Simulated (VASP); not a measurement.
# Bi in VASP: further runs

Aim: see how the results for Bi move with the level of theory and the settings. Levels: RPBE+D3(BJ), LDA, revPBE+D4. Tasks: single point, relaxation of cell and atoms.

All numbers are computed with VASP 6.6.1; they aren't measurements. Logs are shortened: lines on timing, memory, paths and dates and some standing lists are left out, and cuts for length are marked.

**1. The cell of the first run**

The typed cell holds 1 atom: a = 3.486 Å, b = 3.437 Å, c = 3.412 Å, α = 109.55°, β = 110.21°, γ = 109.56°.

**2. Single point, RPBE+D3(BJ) (the cell strained at random)**

Contents of INCAR:

```
SYSTEM = Bi
ALGO = Normal ; EDIFF = 1E-6
ENCUT = 500 ; GGA = RP
GGA_COMPAT = .FALSE. ; ISIF = 2
ISMEAR = -1 ; IVDW = 12
LASPH = .TRUE. ; LCHARG = .FALSE.
LREAL = .FALSE. ; LWAVE = .FALSE.
NBANDS = 14 ; NELM = 120
PREC = Accurate ; SIGMA = 0.1
```

Contents of KPOINTS:

```
k-points
0
G
  8 8 8
  0 0 0
```

Contents of POSCAR:

```
Bi
1.0
   -2.0152090000      2.0054240000      2.0178650000
    1.9859840000     -1.9920320000      1.9752480000
    1.9641640000      1.9409870000     -2.0044730000
Bi
1
Direct
   -0.0044180000     -0.0002230000     -0.0056690000
```

Potentials or basis: VASP PAW PBE potentials, release 64 (Bi_d).

Run with:

```sh
$ cat potpaw_PBE.64/Bi_d/POTCAR > POTCAR
$ mpirun -np 1 vasp_std > vasp.out
```

OUTCAR:

```text
SYSTEM = Bi
   EDIFF = 1E-6
   ENCUT = 500
   GGA = RP
   ISIF = 2
   ISMEAR = -1
   IVDW = 12
   LASPH = .TRUE.
   LREAL = .FALSE.
   NELM = 120
   PREC = Accurate
 IVDW          = 12

 ion  position               nearest neighbor table
   1  0.996  1.000  0.994-

  LATTYP: Found a triclinic cell.
 ALAT       =     3.3938584618
 B/A-ratio  =     1.6428537908
 C/A-ratio  =     1.0272498982
 COS(alpha) =     0.0011112650
 COS(beta)  =     0.3408391637
 COS(gamma) =     0.8136148200

  Lattice vectors:

 A1 = (  -1.9349390000,  -1.9543790000,  -1.9886400000)
 A2 = (  -3.9209230000,   0.0376530000,  -3.9638880000)
 A3 = (   2.0152090000,  -2.0054240000,  -2.0178650000)

Analysis of symmetry for initial positions (statically):
=====================================================================
 Subroutine PRICEL returns:
 Original cell was already a primitive cell.

 Routine SETGRP: Setting up the symmetry group for a
 triclinic supercell.

 Subroutine GETGRP returns: Found  2 space group operations
 (whereof  1 operations were pure point group operations)
 out of a pool of  2 trial point group operations.

The static configuration has the point symmetry C_1 .
 The point group associated with its full space group is S_2 .

Analysis of symmetry for dynamics (positions and initial velocities):
=====================================================================
 Subroutine PRICEL returns:
 Original cell was already a primitive cell.

 Routine SETGRP: Setting up the symmetry group for a
 triclinic supercell.

 Subroutine GETGRP returns: Found  2 space group operations
 (whereof  1 operations were pure point group operations)
 out of a pool of  2 trial point group operations.

The dynamic configuration has the point symmetry C_1 .
 The point group associated with its full space group is S_2 .

 Subroutine INISYM returns: Found  2 space group operations
 (whereof  1 operations are pure point group operations),
 and found     1 'primitive' translations

----------------------------------------------------------------------------------------

                                     Primitive cell

  volume of cell :      31.1169

  direct lattice vectors                    reciprocal lattice vectors
    -2.015209000  2.005424000  2.017865000     0.005111165  0.252613823  0.249621378
     1.985984000 -1.992032000  1.975248000     0.255053193  0.002442859  0.252289683
     1.964164000  1.940987000 -2.004473000     0.256479858  0.256708793  0.001016195

  length of vectors
[... 81 lines left out ...]
   LREAL  =      F    real-space projection
   EDIFFG = 0.1E-04   stopping-criterion for IOM
   NSW    =      0    number of steps for IOM
   IBRION =     -1    ionic relax: 0-MD 1-quasi-New 2-CG
[... 8 lines left out ...]
   EMIN   =  10.00;   EMAX   =-10.00  energy-range for DOS
   EFERMI =   0.00;   METHOD = LEGACY
   ISMEAR =    -1;   SIGMA  =   0.10  broadening in eV -4-tet -1-fermi 0-gaus
   EFERMI_NEDOS =   21; number of points for ismear=-14 and -15
   IALGO  =     38    algorithm
   IMIX   =      4    mixing-type and parameters
     AMIX     =   0.40;   BMIX     =  1.00
     AMIX_MAG =   1.60;   BMIX_MAG =  1.00
  volume/ion in A,a.u.               =      31.12       209.99
  Fermi-wavevector in a.u.,A,eV,Ry     =   1.283630  2.425708 22.418390  1.647705
  Thomas-Fermi vector in A             =   2.415871
   LORBIT       =      0    0 simple, 1 ext, 2 COOP (PROOUT), +10 PAW based schemes
   GGA     = RP    functional components
   LHFCALC =     F    Hartree Fock is set to
   AEXX    =    0.0000 exact exchange contribution
   IVDW    =    12    specifies the selected vdW correction
   LEPSILON=     F    determine dielectric tensor
   LRPA    =     F    only Hartree local field effects (RPA)
 non-spin polarized calculation
  energy-cutoff  :      500.00
  volume of cell :       31.12
 maximum number of plane-waves:       802
 NGX is ok and might be reduce to    28
   NGX = 13   NGY = 13   NGZ = 13

 number of electron      15.0000000 magnetization

 Free energy of the ion-electron system (eV)
  ---------------------------------------------------
  ext. energy  EPLUGINS =         0.00000000
  ---------------------------------------------------
  free energy    TOTEN  =        -3.33941317 eV

  energy without entropy =       -3.31345895  energy(sigma->0) =       -3.32643606

 E-fermi :   8.1041     XC(G=0): -10.2140

 val. band max:        8.1028598156   @ k =  -0.1250  -0.3750   0.2500
 cond. band min:       8.1176670450   @ k =   0.1250   0.0000   0.3750
 fundamental gap:      0.0148072294
 Fermi energy:         8.1041139680

 k-point     1 :       0.0000    0.0000    0.0000
  band No.  band energies     occupation
      1     -15.0974      2.00000
      2     -15.0825      2.00000
      3     -15.0629      2.00000
      4     -14.9556      2.00000
      5     -14.9508      2.00000
      6      -5.4853      2.00000
      7      12.9324      0.00000
      8      13.1867      0.00000
      9      13.3723      0.00000
     10      17.0941      0.00000
     11      18.3617      0.00000
     12      18.4256      0.00000
     13      18.7058      0.00000
     14      19.5146      0.00000
[... 377 lines left out ...]
      1     -15.0939      2.00000
      2     -15.0163      2.00000
      3     -14.9799      2.00000
      4     -14.9498      2.00000
      5     -14.9117      2.00000
      6      -2.0247      2.00000
      7       3.9640      2.00000
      8       5.8198      2.00000
      9      10.6208      0.00000
     10      16.4837      0.00000
     11      18.5143      0.00000
     12      19.4330      0.00000
     13      20.8806      0.00000
     14      24.9993      0.00000

 [... further k-points ...]

------------------------ aborting loop because EDIFF is reached ----------------------------------------

 Edisp (eV)   -2.63689

 E8    (eV) :    -1.8302

  FORCE on cell =-STRESS in cart. coord.  units (eV):
  Direction    XX          YY          ZZ          XY          YZ          ZX
  --------------------------------------------------------------------------------------
  -------------------------------------------------------------------------------------
  Total      -4.01698    -4.01261    -4.07430     0.00492     0.00893     0.00403
  in kB    -206.82987  -206.60489  -209.78169     0.25339     0.45984     0.20736
  external pressure =     -207.74 kB  Pullay stress =        0.00 kB

 VOLUME and BASIS-vectors are now :
 -----------------------------------------------------------------------------
  energy-cutoff  :      500.00
  volume of cell :       31.12
      direct lattice vectors                 reciprocal lattice vectors
    -2.015209000  2.005424000  2.017865000     0.005111165  0.252613823  0.249621378
     1.985984000 -1.992032000  1.975248000     0.255053193  0.002442859  0.252289683
     1.964164000  1.940987000 -2.004473000     0.256479858  0.256708793  0.001016195

 POSITION                                       TOTAL-FORCE (eV/Angst)
 -----------------------------------------------------------------------------------
      1.93226      1.93496      1.99065        -0.000000     -0.000000      0.000000
 -----------------------------------------------------------------------------------
    total drift:                               -0.000019      0.000020     -0.000001

  FREE ENERGIE OF THE ION-ELECTRON SYSTEM (eV)
  ---------------------------------------------------
  free  energy   TOTEN  =        -5.9763075837 eV

  energy  without entropy=       -5.9503533714  energy(sigma->0) =       -5.96333048
```

Run time: 76 s. Hardware: 1 thread of Intel Xeon 6455B, shared host; peak memory 0.24 GiB.

What came out:

```yaml
Free_energy: -5.9763 eV
Pressure: -20.8 GPa
Dispersion_energy_per_atom: -2.637 eV
```

Stress tensor (GPa, compression positive):
```
-20.68   0.03   0.02
  0.03 -20.66   0.05
  0.02   0.05 -20.98
```

Caveat: the cell differs from its parent crystal (the cell strained at random); the PAW data sets were made with another functional, which shifts forces and pressure a little; spin-orbit coupling is left out, which moves the levels of the heavy elements; pairwise dispersion overbinds metals, which lowers pressure and volume.

**3. Single point, LDA, non-collinear spin, zero start, spin-orbit coupling (volume scaled by 1.15)**

Contents of INCAR:

```
ALGO     = Normal         # electronic algorithm
EDIFF    = 1E-7           # SCF threshold, eV
ENCUT    = 520            # plane-wave cutoff, eV
GGA_COMPAT= False        
ISIF     = 2              # what is computed and relaxed
ISMEAR   = 0              # smearing method
LASPH    = True           # aspherical terms in the spheres
LCHARG   = False          # write CHGCAR
LORBIT   = 11             # projections on sites
LORBMOM  = True         
LREAL    = False          # projectors in reciprocal space
LSORBIT  = True           # spin-orbit coupling
LWAVE    = False          # write WAVECAR
MAGMOM   = 0 0 0          # initial moments
NBANDS   = 26             # bands
NELM     = 150            # most SCF steps
PREC     = Accurate       # precision mode
SIGMA    = 0.05           # smearing width, eV
```

Contents of KPOINTS:

```
k-points
0
Gamma
  7 7 7
```

Contents of POSCAR:

```
Bi
1.0
   -2.0759240700      2.0759240700      2.0759240700
    2.0759240700     -2.0759240700      2.0759240700
    2.0759240700      2.0759240700     -2.0759240700
Bi
1
Direct
    0.0000000000      0.0000000000      0.0000000000
```

Potentials or basis: VASP PAW LDA potentials, release 64 (Bi_d).

Run with:

```sh
$ cat potpaw_LDA.64/Bi_d/POTCAR > POTCAR
$ mpirun -np 1 vasp_ncl > vasp.out
```

Wall time 78 s (1 thread of Intel Xeon 8259CL, shared host); peak memory 0.21 GiB.

The run converged. Its results:

- Free energy: -5.1486 eV
- Pressure: -6.5 GPa
- Net moment: 0.00 μB per cell
- Valence electrons inside the program's atomic spheres: Bi 12.69

Moments on the atoms (μB; x, y, z):
```
Bi  0.00 0.00 0.00
```

Caveat: the cell differs from its parent crystal (volume scaled by 1.15).

**4. Relaxation of cell and atoms, revPBE+D4**

Contents of INCAR:

```
PREC = Accurate
ENCUT = 600
EDIFF = 1E-6
ISMEAR = -1
SIGMA = 0.05
LREAL = F
LASPH = T
NELM = 80
ALGO = Normal
ISIF = 3
LWAVE = F
LCHARG = F
GGA = RE
IVDW = 13
IBRION = 2
NSW = 60
EDIFFG = -0.01
```

Contents of KPOINTS:

```
regular mesh
0
Gamma
  9 9 9
```

Contents of POSCAR:

```
Bi
1.0
   -1.9814305318      1.9814305318      1.9814305318
    1.9814305318     -1.9814305318      1.9814305318
    1.9814305318      1.9814305318     -1.9814305318
Bi
1
Direct
    0.0000000000      0.0000000000      0.0000000000
```

Potentials or basis: VASP PAW PBE potentials, release 64 (Bi_d).

Run with:

```sh
$ cat potpaw_PBE.64/Bi_d/POTCAR > POTCAR
$ mpirun -np 1 vasp_std > vasp.out
```

It took 43 s on 1 thread of Intel Xeon 8259CL, shared host; peak memory 0.17 GiB.

The run converged. Its results:

```yaml
Free_energy: -4.2369 eV
Relaxed_volume: 30.03 Å³/atom
Relaxed_cell: a = 3.392 Å, b = 3.392 Å, c = 3.392 Å, α = 109.47°, β = 109.47°, γ = 109.47°
Space_group_after_relaxing_to_0.05_Å: Im-3m (No. 229)
Energy_gained_by_relaxing: 6.7 meV/atom
Ionic_steps: 3
Pressure_after_relaxing: 0.0 GPa
Dispersion_energy_per_atom: -0.824 eV
```

The path:
| step | energy change (eV) | largest force (eV/Å) | pressure (GPa) | volume (Å³) |
| --- | --- | --- | --- | --- |
| 1 | 0.0000 | 0.0000 | -1.93 | 31.12 |
| 2 | -0.0047 | 0.0000 | 1.14 | 29.46 |
| 3 | -0.0067 | 0.0000 | 0.02 | 30.03 |

Final structure:
```
CELL_PARAMETERS angstrom
-1.95815 1.95815 1.95815
1.95815 -1.95815 1.95815
1.95815 1.95815 -1.95815
ATOMIC_POSITIONS crystal
Bi 0.00000 0.00000 0.00000
```

Levels at points of the mesh, in eV from the Fermi level:
| k point | band 3 | band 4 | band 5 | band 6 | band 7 | band 8 | band 9 | band 10 | band 11 |
| --- | --- | --- | --- | --- | --- | --- | --- | --- | --- |
| (0.00, 0.00, 0.00) | -23.19 | -23.05 | -23.05 | -13.85 | 5.32 | 5.32 | 5.32 | 9.50 | 10.38 |

Caveat: the PAW data sets were made with another functional, which shifts forces and pressure a little; spin-orbit coupling is left out, which moves the levels of the heavy elements; pairwise dispersion overbinds metals, which lowers pressure and volume.

**5. Summary**

```csv
task,level,potentials or basis,spin,cell,k mesh,cutoff (eV),smearing,gap on the mesh (eV),pressure (GPa)
single point,RPBE+D3(BJ),"VASP PAW PBE potentials, release 64 (Bi_d)",off,"a = 3.486, b = 3.437, c = 3.412 Å, angles 109.6, 110.2, 109.6°, 1 atom",8 × 8 × 8,500,fermi-dirac 0.1 eV,none,-20.8
single point,LDA,"VASP PAW LDA potentials, release 64 (Bi_d)","non-collinear, zero start, SOC","a = 3.596 Å, angles 109.5°, 1 atom",7 × 7 × 7,520,gaussian 0.05 eV,-,-6.5
relaxation of cell and atoms,revPBE+D4,"VASP PAW PBE potentials, release 64 (Bi_d)",off,"relaxed from a = 3.432 Å, angles 109.5°, 1 atom",9 × 9 × 9,600,fermi-dirac 0.05 eV,none,0.0
```

Caveats: the PAW data sets were made with another functional, which shifts forces and pressure a little (some runs); spin-orbit coupling is left out, which moves the levels of the heavy elements (some runs); pairwise dispersion overbinds metals, which lowers pressure and volume (some runs).

Absolute energies hang on the potentials; compare differences alone.
